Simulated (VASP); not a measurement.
# CdSe (R3m) in VASP: notebook

CdSe is run at these levels: PBE; tasks: G0W0 quasiparticle levels.

All numbers are computed with VASP 6.6.1; they aren't measurements. Logs are shortened: lines on timing, memory, paths and dates and some standing lists are left out, and cuts for length are marked.

## (1) The cell of the first run

The structure is trigonal, space group R3m (No. 160). The conventional cell has a = 4.382 Å, b = 4.382 Å, c = 10.526 Å, α = 90.00°, β = 90.00°, γ = 120.00°. Within 3.5 Å of Cd (site symmetry 3m) lie 4 Se at 2.66 to 2.67 Å. Se (site symmetry 3m) has 4 Cd at 2.66 to 2.67 Å within 3.5 Å.

## (2) G0W0 quasiparticle levels, PBE

The input, POSCAR:

```
CdSe
1.0
   -0.0398307578      3.0586280172      3.0586280172
    3.0586280172     -0.0398307578      3.0586280172
    3.0586280172      3.0586280172     -0.0398307578
Cd Se
1 1
Direct
   -0.0013673382     -0.0013673382     -0.0013673382
    0.2513673382      0.2513673382      0.2513673382
```

The input, INCAR.step1:

```
PREC     = Accurate       # precision mode
ENCUT    = 500            # plane-wave cutoff, eV
EDIFF    = 1E-8           # SCF threshold, eV
ISMEAR   = 0              # smearing method
SIGMA    = 0.01           # smearing width, eV
LREAL    = F              # projectors in reciprocal space
LASPH    = T              # aspherical terms in the spheres
NELM     = 80             # most SCF steps
ALGO     = Normal         # electronic algorithm
LWAVE    = T              # write WAVECAR
LCHARG   = F              # write CHGCAR
GGA      = PE             # functional
```

The input, INCAR.step2:

```
PREC     = Accurate       # precision mode
ENCUT    = 500            # plane-wave cutoff, eV
EDIFF    = 1E-8           # SCF threshold, eV
ISMEAR   = 0              # smearing method
SIGMA    = 0.01           # smearing width, eV
LREAL    = F              # projectors in reciprocal space
LASPH    = T              # aspherical terms in the spheres
NELM     = 1              # most SCF steps
ALGO     = Exact          # electronic algorithm
LWAVE    = T              # write WAVECAR
LCHARG   = F              # write CHGCAR
GGA      = PE             # functional
NBANDS   = 252            # bands
LOPTICS  = T              # frequency-dependent dielectric function
ISTART   = 1
```

The input, INCAR.step3:

```
PREC     = Accurate       # precision mode
ENCUT    = 500            # plane-wave cutoff, eV
EDIFF    = 1E-8           # SCF threshold, eV
ISMEAR   = 0              # smearing method
SIGMA    = 0.01           # smearing width, eV
LREAL    = F              # projectors in reciprocal space
LASPH    = T              # aspherical terms in the spheres
ALGO     = EVGW0          # electronic algorithm
LWAVE    = F              # write WAVECAR
LCHARG   = F              # write CHGCAR
GGA      = PE             # functional
NELMGW   = 1            
NBANDS   = 252            # bands
ENCUTGW  = 150.0          # cutoff of the response function
NOMEGA   = 96             # frequency points
PRECFOCK = Fast         
ISTART   = 1            
NBANDSGW = 17           
OMEGAMAX = 20
```

The input, KPOINTS:

```
Automatic mesh
0
Gamma
  4 4 4
```

Potentials or basis: VASP PAW PBE potentials, release 64 (Cd_GW, Se_GW).

Command:

```sh
cat potpaw_PBE.64/Cd_GW/POTCAR potpaw_PBE.64/Se_GW/POTCAR > POTCAR
cp INCAR.step1 INCAR
mpirun -np 1 vasp_std > vasp.out
cp INCAR.step2 INCAR
mpirun -np 1 vasp_std > vasp.out
cp INCAR.step3 INCAR
mpirun -np 1 vasp_std > vasp.out
```

OUTCAR:

```text
PREC = Accurate
   ENCUT = 500
   EDIFF = 1E-8
   ISMEAR = 0
   LREAL = F
   LASPH = T
   GGA = PE
   NELMGW = 1
   ENCUTGW = 150.0
   PRECFOCK = Fast
   ISTART = 1

 ion  position               nearest neighbor table
   1  0.999  0.999  0.999-   2 2.66   2 2.67   2 2.67   2 2.67
   2  0.251  0.251  0.251-   1 2.66   1 2.67   1 2.67   1 2.67

  LATTYP: Found a trigonal (rhomboedric) cell.
 ALAT       =     4.3257366060
 COS(alpha) =     0.4869362855

  Lattice vectors:

 A1 = (  -0.0398307578,   3.0586280172,   3.0586280172)
 A2 = (   3.0586280172,  -0.0398307578,   3.0586280172)
 A3 = (   3.0586280172,   3.0586280172,  -0.0398307578)

Analysis of symmetry for initial positions (statically):
=====================================================================
 Subroutine PRICEL returns:
 Original cell was already a primitive cell.

 Routine SETGRP: Setting up the symmetry group for a
 trigonal (rhombohedral) supercell.

 Subroutine GETGRP returns: Found  6 space group operations
 (whereof  6 operations were pure point group operations)
 out of a pool of 12 trial point group operations.

The static configuration has the point symmetry C_3v.

Analysis of symmetry for dynamics (positions and initial velocities):
=====================================================================
 Subroutine PRICEL returns:
 Original cell was already a primitive cell.

 Routine SETGRP: Setting up the symmetry group for a
 trigonal (rhombohedral) supercell.

 Subroutine GETGRP returns: Found  6 space group operations
 (whereof  6 operations were pure point group operations)
 out of a pool of 12 trial point group operations.

The dynamic configuration has the point symmetry C_3v.

 Subroutine INISYM returns: Found  6 space group operations
 (whereof  6 operations are pure point group operations),
 and found     1 'primitive' translations

----------------------------------------------------------------------------------------

                                     Primitive cell

  volume of cell :      58.3460

  direct lattice vectors                    reciprocal lattice vectors
    -0.039830758  3.058628017  3.058628017    -0.160312947  0.162428155  0.162428155
     3.058628017 -0.039830758  3.058628017     0.162428155 -0.160312947  0.162428155
     3.058628017  3.058628017 -0.039830758     0.162428155  0.162428155 -0.160312947

  length of vectors
     4.325736606  4.325736606  4.325736606     0.280117926  0.280117926  0.280117926

  position of ions in fractional coordinates (direct lattice)
     0.998632662  0.998632662  0.998632662
     0.251367338  0.251367338  0.251367338

  ion indices of the primitive-cell ions
   primitive index   ion index
                 1           1
                 2           2

----------------------------------------------------------------------------------------

 KPOINTS: Automatic mesh

Automatic generation of k-mesh.
 Grid dimensions read from file:
 generate k-points for:    4    4    4

 Generating k-lattice:

  Cartesian coordinates                     Fractional coordinates (reciprocal lattice)
    -0.040078237  0.040607039  0.040607039     0.250000000  0.000000000 -0.000000000
     0.040607039 -0.040078237  0.040607039     0.000000000  0.250000000 -0.000000000
     0.040607039  0.040607039 -0.040078237     0.000000000  0.000000000  0.250000000

  Length of vectors
     0.070029481  0.070029481  0.070029481

  Shift w.r.t. Gamma in fractional coordinates (k-lattice)
     0.000000000  0.000000000  0.000000000

 Subroutine IBZKPT returns following result:
 ===========================================

 Found     13 irreducible k-points:

 Following reciprocal coordinates:
            Coordinates               Weight
  0.000000  0.000000  0.000000      1.000000
  0.250000  0.000000 -0.000000      6.000000
  0.500000  0.000000 -0.000000      3.000000
  0.250000  0.250000  0.000000      6.000000
  0.500000  0.250000  0.000000     12.000000
 -0.250000  0.250000  0.000000      6.000000
  0.500000  0.500000  0.000000      3.000000
  0.250000  0.250000  0.250000      2.000000
  0.500000  0.250000  0.250000      6.000000
 -0.250000  0.250000  0.250000      6.000000
  0.500000  0.500000  0.250000      6.000000
 -0.250000  0.500000  0.250000      6.000000
  0.500000  0.500000  0.500000      1.000000
   k-points           NKPTS =     13   k-points in BZ     NKDIM =     64   number of bands    NBANDS=    252
   number of dos      NEDOS =    301   number of ions     NIONS =      2
   total plane-waves  NPLWV =  32768
   dimension x,y,z NGX =    32 NGY =   32 NGZ =   32
   dimension x,y,z NGXF=    64 NGYF=   64 NGZF=   64
   ions per type =               1   1
   NGX,Y,Z   is equivalent  to a cutoff of  12.30, 12.30, 12.30 a.u.
   NGXF,Y,Z  is equivalent  to a cutoff of  24.60, 24.60, 24.60 a.u.
 SYSTEM =  unknown system
   PREC   = accura    normal or accurate (medium, high low for compatibility)
   ISTART =      1    job   : 0-new  1-cont  2-samecut
   ICHARG =      0    charge: 1-file 2-atom 10-const
   ISPIN  =      1    spin polarized calculation?
   LNONCOLLINEAR =      F non collinear calculations
   LSORBIT =      F    spin-orbit coupling
   LASPH  =      T    aspherical Exc in radial PAW
   ENCUT  =  500.0 eV  36.75 Ry    6.06 a.u.   7.89  7.89  7.89*2*pi/ulx,y,z
   NELM   =     60;   NELMIN=  2; NELMDL=  0     # of ELM steps
   EDIFF  = 0.1E-07   stopping-criterion for ELM
   LREAL  =      F    real-space projection
   EDIFFG = 0.1E-06   stopping-criterion for IOM
   NSW    =      0    number of steps for IOM
   IBRION =     -1    ionic relax: 0-MD 1-quasi-New 2-CG
   NFREE  =      0    steps in history (QN), initial steepest desc. (CG)
   ISIF   =      0    stress and relaxation
   ISYM   =      3    0-nonsym 1-usesym 2-fastsym
   POTIM  = 0.5000    time-step for ionic-motion
   TEBEG  =    0.0;   TEEND  =   0.0 temperature during run
   PSTRESS=    0.0 pullay stress
   NELECT =      18.0000    total number of electrons
   NUPDOWN=      -1.0000    fix difference up-down
   EMIN   =  10.00;   EMAX   =-10.00  energy-range for DOS
   EFERMI =   0.00;   METHOD = LEGACY
   ISMEAR =     0;   SIGMA  =   0.01  broadening in eV -4-tet -1-fermi 0-gaus
   EFERMI_NEDOS =   21; number of points for ismear=-14 and -15
   IALGO  =     38    algorithm
   IMIX   =      4    mixing-type and parameters
     AMIX     =   0.40;   BMIX     =  1.00
     AMIX_MAG =   1.60;   BMIX_MAG =  1.00
  volume/ion in A,a.u.               =      29.17       196.87
  Fermi-wavevector in a.u.,A,eV,Ry     =   1.106187  2.090391 16.648772  1.223650
  Thomas-Fermi vector in A             =   2.242685
   LORBIT       =      0    0 simple, 1 ext, 2 COOP (PROOUT), +10 PAW based schemes
   GGA     = PE    functional components
   LHFCALC =     T    Hartree Fock is set to
   PRECFOCK=fast      Normal, Fast or Accurate (Low or Medium for compatibility)
   ENCUT4O =  -1.0   cutoff for four orbital integrals eV
   NKREDX  =     1    reduce k-point grid by
   NKREDY  =     1    reduce k-point grid by
   NKREDZ  =     1    reduce k-point grid by
   AEXX    =    1.0000 exact exchange contribution
   HFSCREEN=    0.0000 screening length (either q_TF or 0.3 A-1)
   HFSCREENC=   0.0000 screening length for correlation (either q_TF or 0.3 A-1)
   ENCUTFOCK=  -1.0 apply spherical cutoff to Coloumb kernel
   IVDW    =     0    specifies the selected vdW correction
   LEPSILON=     F    determine dielectric tensor
   LRPA    =     F    only Hartree local field effects (RPA)
   LRPAFORCE           =     F    calculate RPA forces
   ENCUTGW             = 150.0    cutoff for response function in eV
   ENCUTGWSOFT         = 120.0    soft cutoff for Coulomb kernel in GW response function in eV
   ENCUTLF             =  -1.0    cutoff for local field effects
   NELMGW              =     1    number of iterations in solving QP/BSE equation
   NELMHF              =     1    number of iterations in the inner HF iteration
   NKREDLFX            =     1    NKREDLFY  =   1   NKREDLFZ  =   1
 non-spin polarized calculation
 Gauss-broadening in eV      SIGMA  =   0.01
  energy-cutoff  :      500.00
  volume of cell :       58.35
 maximum number of plane-waves:      1490
  NGX = 18; NGY = 18; NGZ = 18
   NGX = 15   NGY = 15   NGZ = 15
 maximum number of plane-waves:       259
 NGX is ok and might be reduce to    18

 QP shifts <psi_nk| G(iteration)W_0 |psi_nk>: iteration 1
 for sc-GW calculations column KS-energies equals QP-energies in previous step
 and V_xc(KS)=  KS-energies - (<T + V_ion + V_H > + <T+V_H+V_ion>^1  + <V_x>^1)

 k-point   1 :       0.0000    0.0000    0.0000
  band No.  KS-energies  QP-energies   sigma(KS)   V_xc(KS)     V^pw_x(r,r')   Z            occupation Imag(sigma)

      1     -10.5717     -10.9111     -12.9531     -12.3853     -19.6660       0.5978       2.0000       0.9828
      2      -6.0342      -7.7230     -17.7258     -15.1933     -22.9415       0.6669       2.0000       0.2205
      3      -6.0342      -7.7230     -17.7258     -15.1933     -22.9415       0.6669       2.0000       0.2205
      4      -6.0268      -7.7181     -17.7486     -15.2137     -22.9684       0.6672       2.0000       0.2221
      5      -5.6986      -7.4764     -18.1370     -15.4960     -23.2417       0.6731       2.0000       0.1665
      6      -5.6986      -7.4764     -18.1370     -15.4960     -23.2417       0.6731       2.0000       0.1665
[... 9 lines left out ...]
     16      12.8215      12.8621      -9.3182      -9.3747      -4.2394       0.7187       0.0000      -0.2655
     17      13.7561      13.4866      -7.1714      -6.7948      -1.9428       0.7153       0.0000      -0.3648

 k-point   2 :       0.2500    0.0000   -0.0000
  band No.  KS-energies  QP-energies   sigma(KS)   V_xc(KS)     V^pw_x(r,r')   Z            occupation Imag(sigma)

      1     -10.4029     -10.7904     -13.2189     -12.5947     -19.8186       0.6209       2.0000       0.9783
      2      -5.9842      -7.6835     -17.7928     -15.2491     -23.0015       0.6680       2.0000       0.2170
      3      -5.9808      -7.6822     -17.8060     -15.2620     -23.0190       0.6688       2.0000       0.2195
      4      -5.8353      -7.5082     -17.6237     -15.1272     -22.7837       0.6701       2.0000       0.2278
      5      -5.6982      -7.4762     -18.1343     -15.4952     -23.2442       0.6737       2.0000       0.1678
      6      -5.6950      -7.4737     -18.1389     -15.4992     -23.2486       0.6738       2.0000       0.1678
[... 9 lines left out ...]
     16      11.9412      11.8463      -8.3298      -8.1980      -3.3985       0.7202       0.0000      -0.2431
     17      14.8937      14.7798      -8.2224      -8.0652      -2.5374       0.7248       0.0000      -0.5079

 k-point   3 :       0.5000    0.0000   -0.0000
  band No.  KS-energies  QP-energies   sigma(KS)   V_xc(KS)     V^pw_x(r,r')   Z            occupation Imag(sigma)
[... 190 lines left out ...]
      1     -10.1203     -10.5814     -13.7026     -12.9965     -20.1471       0.6531       2.0000       0.9586
      2      -5.8661      -7.5921     -17.9081     -15.3359     -23.0869       0.6710       2.0000       0.2074
      3      -5.8578      -7.5880     -17.9432     -15.3640     -23.1237       0.6708       2.0000       0.2045
      4      -5.7288      -7.5007     -18.1211     -15.4901     -23.2551       0.6734       2.0000       0.1799
      5      -5.6930      -7.4633     -18.1012     -15.4718     -23.2144       0.6733       2.0000       0.1714
      6      -5.2584      -6.9273     -18.0578     -15.5955     -23.1442       0.6778       2.0000       0.2084
[... 9 lines left out ...]
     16      14.4983      14.6302      -9.5151      -9.6981      -3.9265       0.7203       0.0000      -0.4603
     17      14.8371      14.9700      -9.8841     -10.0682      -4.2071       0.7219       0.0000      -0.5058

 k-point  13 :       0.5000    0.5000    0.5000
  band No.  KS-energies  QP-energies   sigma(KS)   V_xc(KS)     V^pw_x(r,r')   Z            occupation Imag(sigma)

      1     -10.2177     -10.6486     -13.5411     -12.8604     -20.0339       0.6331       2.0000       0.9549
      2      -5.9488      -7.6537     -17.8248     -15.2729     -23.0214       0.6681       2.0000       0.2124
      3      -5.9488      -7.6537     -17.8248     -15.2729     -23.0214       0.6681       2.0000       0.2124
      4      -5.6749      -7.4538     -18.1779     -15.5390     -23.2987       0.6741       2.0000       0.1701
      5      -5.6749      -7.4538     -18.1779     -15.5390     -23.2987       0.6741       2.0000       0.1701
      6      -5.4093      -7.1036     -18.0131     -15.5117     -23.1178       0.6774       2.0000       0.2112
[... 9 lines left out ...]
     16      13.7954      13.8296      -9.1629      -9.2099      -3.6659       0.7278       0.0000      -0.4019
     17      14.6077      14.7345      -9.1651      -9.3391      -3.5093       0.7290       0.0000      -0.5356
```

Run time: 11 min. Hardware: 1 thread of Intel Xeon Platinum 8488C (Sapphire Rapids), shared host; peak memory 0.81 GiB.

What came out:

```yaml
Quasiparticle_gap: 1.09 eV
Least_direct_quasiparticle_gap: 1.09 eV
Band_gap_of_the_starting_levels_on_the_mesh: 0.46 eV
Least_direct_gap_of_the_starting_levels_on_the_mesh: 0.46 eV
```

Caveat: the k points lie up to 0.44 Å⁻¹ apart; bands, screening cutoff and mesh are small and nothing is extrapolated, so the quasiparticle values aren't converged; the structure was generated, so it needn't be the stable form of CdSe.

(Part 1 of 2 ends here.)
